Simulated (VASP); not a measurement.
Ti2Al: single point with PBE

The system is Ti2Al.

```
Ti Al
1.0
     0.00000    2.99535    2.99535
     2.99535    0.00000    2.99535
     2.99535    2.99535    0.00000
Ti Al
2 1
Direct
  0.25000 0.25000 0.25000
  0.75000 0.75000 0.75000
  0.00000 0.00000 0.00000
```

The cell was built from a structure type or drawn by symmetry, and may not be a known phase.

```
Program             : VASP 6.6.1
Task                : single point
Functional          : PBE
Potentials or basis : VASP PAW PBE potentials, release 64 (Ti_sv, Al)
Cutoff              : 520 eV
k mesh              : 6 × 6 × 6
Occupations         : gaussian, width 0.1 eV
Spin                : no spin polarisation
```

The pressure is 9.5 GPa and the band gap on the k mesh is zero (an odd number of electrons rules out a gap without spin polarisation).

Levels at points of the mesh, in eV from the Fermi level:
| k point | band 11 | band 12 | band 13 | band 14 | band 15 | band 16 | band 17 | band 18 |
| --- | --- | --- | --- | --- | --- | --- | --- | --- |
| (0.00, 0.00, 0.00) | -1.81 | -1.81 | -0.95 | -0.95 | 2.52 | 2.52 | 2.52 | 3.55 |
| (0.50, 0.00, 0.00) | -0.95 | -0.95 | 0.22 | 0.22 | 1.18 | 1.18 | 1.25 | 1.30 |
| (0.50, 0.50, 0.00) | -1.35 | -0.58 | -0.25 | 0.00 | 0.00 | 1.47 | 1.47 | 1.95 |

It took 34 s on 1 thread of Intel Xeon 8259CL, with other jobs on the host, peak memory 0.18 GiB.

Caveat: the cell stands under pressure.
